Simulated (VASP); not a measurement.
# Be4Se (Pm-3m) in VASP: density of states with PBE

Aim: the density of states of Be4Se with PBE.

All numbers are computed with VASP 6.6.1; they aren't measurements. Logs are shortened: lines on timing, memory, paths and dates and some standing lists are left out, and cuts for length are marked.

**1. The cell of the first run**

It takes space group Pm-3m (No. 221, cubic). The conventional cell has a = 3.964 Å, b = 3.964 Å, c = 3.964 Å, α = 90.00°, β = 90.00°, γ = 90.00°. Within 2.6 Å of Be (site symmetry m-3m) lie 6 Be at 1.98 Å. Be (site symmetry 4/mmm) has 2 Be at 1.98 Å within 2.6 Å. Se (site symmetry m-3m) has 20 Be at 2.80 to 3.43 Å within 3.7 Å.

**2. Density of states, PBE**

Contents of POSCAR:

```
Be4Se
1.0
    3.9638048155      0.0000000000      0.0000000000
    0.0000000000      3.9638048155      0.0000000000
    0.0000000000      0.0000000000      3.9638048155
Be Se
4 1
Direct
    0.0000000000      0.0000000000      0.0000000000
    0.5000000000      0.0000000000      0.0000000000
    0.0000000000      0.5000000000      0.0000000000
    0.0000000000      0.0000000000      0.5000000000
    0.5000000000      0.5000000000      0.5000000000
```

Contents of INCAR.step1:

```
SYSTEM = Be4Se
ALGO = Normal
EDIFF = 1E-6
ENCUT = 520
GGA = PE
ISIF = 2
ISMEAR = 0
LASPH = .True.
LCHARG = .True.
LREAL = .False.
LWAVE = .False.
NBANDS = 15
NELM = 100
PREC = Accurate
SIGMA = 0.1
```

Contents of KPOINTS.step1:

```
k-points
0
Gamma
  10 10 10
  0 0 0
```

Contents of INCAR.step2:

```
SYSTEM = Be4Se
ALGO = Normal
EDIFF = 1E-6
ENCUT = 520
GGA = PE
ICHARG = 11
ISIF = 2
ISMEAR = -5
LASPH = .True.
LCHARG = .False.
LORBIT = 11
LREAL = .False.
LWAVE = .False.
NEDOS = 1001
NELM = 100
PREC = Accurate
SIGMA = 0.1
```

Contents of KPOINTS.step2:

```
k-points
0
Gamma
  15 15 15
  0 0 0
```

Potentials or basis: VASP PAW PBE potentials, release 64 (Be, Se).

On the command line:

```
> cat potpaw_PBE.64/Be/POTCAR potpaw_PBE.64/Se/POTCAR > POTCAR
> cp INCAR.step1 INCAR
> cp KPOINTS.step1 KPOINTS
> mpirun -np 1 vasp_std > vasp.out
> cp INCAR.step2 INCAR
> cp KPOINTS.step2 KPOINTS
> mpirun -np 1 vasp_std > vasp.out
```

OUTCAR:

```text
SYSTEM = Be4Se
   EDIFF = 1E-6
   ENCUT = 520
   GGA = PE
   ICHARG = 11
   ISIF = 2
   ISMEAR = -5
   LASPH = .True.
   LORBIT = 11
   LREAL = .False.
   NELM = 100
   PREC = Accurate

 ion  position               nearest neighbor table
   1  0.000  0.000  0.000-   2 1.98   3 1.98   4 1.98   4 1.98   3 1.98   2 1.98
   2  0.500  0.000  0.000-   1 1.98   1 1.98
   3  0.000  0.500  0.000-   1 1.98   1 1.98
   4  0.000  0.000  0.500-   1 1.98   1 1.98
   5  0.500  0.500  0.500-

  LATTYP: Found a simple cubic cell.
 ALAT       =     3.9638048155

  Lattice vectors:

 A1 = (   3.9638048155,   0.0000000000,   0.0000000000)
 A2 = (   0.0000000000,   3.9638048155,   0.0000000000)
 A3 = (   0.0000000000,   0.0000000000,   3.9638048155)

Analysis of symmetry for initial positions (statically):
=====================================================================
 Subroutine PRICEL returns:
 Original cell was already a primitive cell.

 Routine SETGRP: Setting up the symmetry group for a
 simple cubic supercell.

 Subroutine GETGRP returns: Found 48 space group operations
 (whereof 48 operations were pure point group operations)
 out of a pool of 48 trial point group operations.

The static configuration has the point symmetry O_h .

Analysis of symmetry for dynamics (positions and initial velocities):
=====================================================================
 Subroutine PRICEL returns:
 Original cell was already a primitive cell.

 Routine SETGRP: Setting up the symmetry group for a
 simple cubic supercell.

 Subroutine GETGRP returns: Found 48 space group operations
 (whereof 48 operations were pure point group operations)
 out of a pool of 48 trial point group operations.

The dynamic configuration has the point symmetry O_h .

 Subroutine INISYM returns: Found 48 space group operations
 (whereof 48 operations are pure point group operations),
 and found     1 'primitive' translations

----------------------------------------------------------------------------------------

                                     Primitive cell

  volume of cell :      62.2783

  direct lattice vectors                    reciprocal lattice vectors
     3.963804816  0.000000000  0.000000000     0.252282856  0.000000000  0.000000000
     0.000000000  3.963804816  0.000000000     0.000000000  0.252282856  0.000000000
     0.000000000  0.000000000  3.963804816     0.000000000  0.000000000  0.252282856

  length of vectors
     3.963804816  3.963804816  3.963804816     0.252282856  0.252282856  0.252282856

  position of ions in fractional coordinates (direct lattice)
     0.000000000  0.000000000  0.000000000
     0.500000000  0.000000000  0.000000000
     0.000000000  0.500000000  0.000000000
     0.000000000  0.000000000  0.500000000
     0.500000000  0.500000000  0.500000000

  ion indices of the primitive-cell ions
   primitive index   ion index
                 1           1
                 2           2
                 3           3
                 4           4
                 5           5

----------------------------------------------------------------------------------------

 KPOINTS: k-points

Automatic generation of k-mesh.
 Grid dimensions read from file:
 generate k-points for:   15   15   15

 Generating k-lattice:

  Cartesian coordinates                     Fractional coordinates (reciprocal lattice)
     0.016818857  0.000000000  0.000000000     0.066666667  0.000000000  0.000000000
     0.000000000  0.016818857  0.000000000     0.000000000  0.066666667  0.000000000
     0.000000000  0.000000000  0.016818857     0.000000000  0.000000000  0.066666667

  Length of vectors
     0.016818857  0.016818857  0.016818857

  Shift w.r.t. Gamma in fractional coordinates (k-lattice)
     0.000000000  0.000000000  0.000000000

 TETIRR: Found   1667 inequivalent tetrahedra from    20250

 Subroutine IBZKPT returns following result:
 ===========================================

 Found    120 irreducible k-points:

 Following reciprocal coordinates:
            Coordinates               Weight
  0.000000  0.000000  0.000000      1.000000
  0.066667  0.000000  0.000000      6.000000
  0.133333  0.000000  0.000000      6.000000
  0.200000  0.000000  0.000000      6.000000
  0.266667  0.000000  0.000000      6.000000
  0.333333  0.000000  0.000000      6.000000
[... 16 lines left out ...]
  0.266667  0.200000  0.000000     24.000000
  0.333333  0.200000  0.000000     24.000000
 [... further k-points ...]
   k-points           NKPTS =    120   k-points in BZ     NKDIM =    120   number of bands    NBANDS=     11
   number of dos      NEDOS =   1001   number of ions     NIONS =      5
   total plane-waves  NPLWV =  27000
   dimension x,y,z NGX =    30 NGY =   30 NGZ =   30
   dimension x,y,z NGXF=    60 NGYF=   60 NGZF=   60
   ions per type =               4   1
   NGX,Y,Z   is equivalent  to a cutoff of  12.58, 12.58, 12.58 a.u.
   NGXF,Y,Z  is equivalent  to a cutoff of  25.16, 25.16, 25.16 a.u.
 SYSTEM =  Be4Se
   PREC   = accura    normal or accurate (medium, high low for compatibility)
   ISTART =      0    job   : 0-new  1-cont  2-samecut
   ICHARG =     11    charge: 1-file 2-atom 10-const
   ISPIN  =      1    spin polarized calculation?
   LNONCOLLINEAR =      F non collinear calculations
   LSORBIT =      F    spin-orbit coupling
   LASPH  =      T    aspherical Exc in radial PAW
   ENCUT  =  520.0 eV  38.22 Ry    6.18 a.u.   7.37  7.37  7.37*2*pi/ulx,y,z
   NELM   =    100;   NELMIN=  2; NELMDL=  0     # of ELM steps
   EDIFF  = 0.1E-05   stopping-criterion for ELM
   LREAL  =      F    real-space projection
   EDIFFG = 0.1E-04   stopping-criterion for IOM
   NSW    =      0    number of steps for IOM
   IBRION =     -1    ionic relax: 0-MD 1-quasi-New 2-CG
   NFREE  =      0    steps in history (QN), initial steepest desc. (CG)
   ISIF   =      2    stress and relaxation
   ISYM   =      2    0-nonsym 1-usesym 2-fastsym
   POTIM  = 0.5000    time-step for ionic-motion
   TEBEG  =    0.0;   TEEND  =   0.0 temperature during run
   PSTRESS=    0.0 pullay stress
   NELECT =      14.0000    total number of electrons
   NUPDOWN=      -1.0000    fix difference up-down
   EMIN   =  10.00;   EMAX   =-10.00  energy-range for DOS
   EFERMI =   0.00;   METHOD = LEGACY
   ISMEAR =    -5;   SIGMA  =   0.10  broadening in eV -4-tet -1-fermi 0-gaus
   EFERMI_NEDOS =   21; number of points for ismear=-14 and -15
   IALGO  =     38    algorithm
   IMIX   =      4    mixing-type and parameters
     AMIX     =   0.40;   BMIX     =  1.00
     AMIX_MAG =   1.60;   BMIX_MAG =  1.00
  volume/ion in A,a.u.               =      12.46        84.05
  Fermi-wavevector in a.u.,A,eV,Ry     =   0.995417  1.881066 13.481413  0.990856
  Thomas-Fermi vector in A             =   2.127436
   LORBIT       =     11    0 simple, 1 ext, 2 COOP (PROOUT), +10 PAW based schemes
   GGA     = PE    functional components
   LHFCALC =     F    Hartree Fock is set to
   AEXX    =    0.0000 exact exchange contribution
   IVDW    =     0    specifies the selected vdW correction
   LEPSILON=     F    determine dielectric tensor
   LRPA    =     F    only Hartree local field effects (RPA)
 non-spin polarized calculation
 Fermi weights with tetrahedron method with Bloechl corrections
  energy-cutoff  :      520.00
  volume of cell :       62.28
 maximum number of plane-waves:      1743
 NGX is ok and might be reduce to    30

 number of electron      13.9999997 magnetization

 Free energy of the ion-electron system (eV)
  ---------------------------------------------------
  ext. energy  EPLUGINS =         0.00000000
  ---------------------------------------------------
  free energy    TOTEN  =       -14.90361453 eV

  energy without entropy =      -14.90361453  energy(sigma->0) =      -14.90361453

 E-fermi :   4.9063     XC(G=0):  -9.9164

 val. band max:        4.9639204359   @ k =   0.4667   0.2667   0.1333
 cond. band min:       4.7741503864   @ k =   0.2000   0.2000   0.2000
 fundamental gap:     -0.1897700494
 Fermi energy:         4.9062909714

 k-point     1 :       0.0000    0.0000    0.0000
  band No.  band energies     occupation
      1      -9.2987      2.00000
      2      -0.5871      2.00000
      3       0.6352      2.00000
      4       0.6352      2.00000
      5       0.6352      2.00000
      6       5.7241      0.00000
      7       5.7241      0.00000
      8       5.7241      0.00000
      9       5.9102      0.00000
     10       5.9102      0.00000
     11      10.6104      0.00000

 k-point     2 :       0.0667    0.0000    0.0000
  band No.  band energies     occupation
      1      -9.2821      2.00000
      2      -0.7744      2.00000
      3       0.6712      2.00000
      4       0.6712      2.00000
      5       0.7423      2.00000
      6       5.6484     -0.00037
      7       5.6606      0.00000
      8       5.6606      0.00000
      9       5.9342      0.00000
     10       6.0954      0.00000
     11      10.4670      0.00000

 k-point     3 :       0.1333    0.0000    0.0000
  band No.  band energies     occupation
      1      -9.2338      2.00000
      2      -1.1957      2.00000
      3       0.7784      2.00000
      4       0.7784      2.00000
      5       0.9552      2.00000
      6       5.4383     -0.15665
      7       5.4661      0.00000
      8       5.4661      0.00000
      9       6.0053      0.00000
     10       6.6170      0.00000
     11      10.1048      0.00000

 k-point     4 :       0.2000    0.0000    0.0000
  band No.  band energies     occupation
      1      -9.1599      2.00000
      2      -1.6867      2.00000
      3       0.9547      2.00000
      4       0.9547      2.00000
      5       1.1813      2.00000
      6       5.1340      0.82794
      7       5.1409      0.05005
      8       5.1409      0.00474
      9       6.1213      0.00000
     10       7.3985      0.00000
     11       9.7844      0.00000

 k-point     5 :       0.2667    0.0000    0.0000
  band No.  band energies     occupation
      1      -9.0703      2.00000
      2      -2.1605      2.00000
      3       1.1951      2.00000
      4       1.1951      2.00000
      5       1.4045      2.00000
      6       4.7100      1.98006
      7       4.7100      1.89897
      8       4.7840      0.64951
      9       6.2770      0.00000
     10       8.3582      0.00000
     11       9.3347      0.00000
[... 211 lines left out ...]
 k-point    21 :       0.4667    0.1333    0.0000
  band No.  band energies     occupation
      1      -8.8007      2.00000
      2      -2.8816      2.00000
      3       0.6400      2.00000
      4       2.1765      2.00000
      5       2.2711      2.00000
      6       3.1510      2.00000
      7       3.5348      2.00000
      8       4.8745      0.78985
      9       7.3356      0.00000
     10       8.6414      0.00000
     11       9.6927      0.00000

 k-point    22 :       0.2000    0.2000    0.0000
  band No.  band energies     occupation
      1      -9.0242      2.00000
      2      -1.7965      2.00000
      3      -0.3583      2.00000
      4       1.2644      2.00000
      5       2.4258      2.00000
      6       3.5395      2.00000
      7       4.9136      1.25176
      8       5.8917      0.00000
      9       7.0775      0.00000
     10       8.0419      0.00000
     11       8.6911      0.00000

 k-point    23 :       0.2667    0.2000    0.0000
  band No.  band energies     occupation
      1      -8.9369      2.00000
      2      -2.0324      2.00000
      3      -0.4558      2.00000
      4       1.4954      2.00000
      5       2.6472      2.00000
      6       3.0790      2.00000
      7       4.6683      2.03898
      8       5.8601      0.00000
      9       7.3685      0.00000
     10       8.4976      0.00000
     11       8.6239      0.00000

 k-point    24 :       0.3333    0.2000    0.0000
  band No.  band energies     occupation
      1      -8.8482      2.00000
      2      -2.3310      2.00000
      3      -0.3546      2.00000
      4       1.7743      2.00000
      5       2.3129      2.00000
      6       3.1819      2.00000
      7       4.3311      2.00000
      8       5.6937      0.00000
      9       7.5528      0.00000
     10       8.4959      0.00000
     11       8.5901      0.00000

 [... further k-points ...]
[... 5 lines left out ...]
  --------------------------------------------------------------------------------------
  -------------------------------------------------------------------------------------
  Total        0.0835194      0.0835194      0.0835194      0.0000000     -0.0000000      0.0000000
  in kB        2.1486275      2.1486275      2.1486275      0.0000000     -0.0000000      0.0000000
  external PRESSURE =       2.1486275 kB  Pullay stress =       0.0000000 kB

 VOLUME and BASIS-vectors are now :
 -----------------------------------------------------------------------------
  energy-cutoff  :      520.00
  volume of cell :       62.28
      direct lattice vectors                 reciprocal lattice vectors
     3.963804816  0.000000000  0.000000000     0.252282856  0.000000000  0.000000000
     0.000000000  3.963804816  0.000000000     0.000000000  0.252282856  0.000000000
     0.000000000  0.000000000  3.963804816     0.000000000  0.000000000  0.252282856

 POSITION                                       TOTAL-FORCE (eV/Angst)
 -----------------------------------------------------------------------------------
      0.00000      0.00000      0.00000         0.000000      0.000000      0.000000
      1.98190      0.00000      0.00000         0.000000      0.000000      0.000000
      0.00000      1.98190      0.00000         0.000000      0.000000      0.000000
      0.00000      0.00000      1.98190         0.000000      0.000000      0.000000
      1.98190      1.98190      1.98190         0.000000      0.000000      0.000000
 -----------------------------------------------------------------------------------
    total drift:                                0.000000     -0.000000     -0.000000

  FREE ENERGIE OF THE ION-ELECTRON SYSTEM (eV)
  ---------------------------------------------------
  free  energy   TOTEN  =       -14.9036145344 eV

  energy  without entropy=      -14.9036145344  energy(sigma->0) =      -14.90361453

 total charge

# of ion       s       p       d       tot
------------------------------------------
    1        0.545   0.910   0.000   1.454
    2        0.400   0.480   0.000   0.880
    3        0.400   0.480   0.000   0.880
    4        0.400   0.480   0.000   0.880
    5        1.528   2.128   0.053   3.710
--------------------------------------------------
tot          3.274   4.477   0.053   7.804
```

Run time: 70 s. Hardware: 1 thread of Intel Xeon Platinum 8259CL at 2.50GHz (Skylake/Cascade Lake), shared host; peak memory 0.22 GiB.

Results:

```
Valence electrons inside the program's atomic spheres : Be 1.45, 0.88; Se 3.71
```

Caveat: tetrahedron occupations give inexact forces and stress in metals.
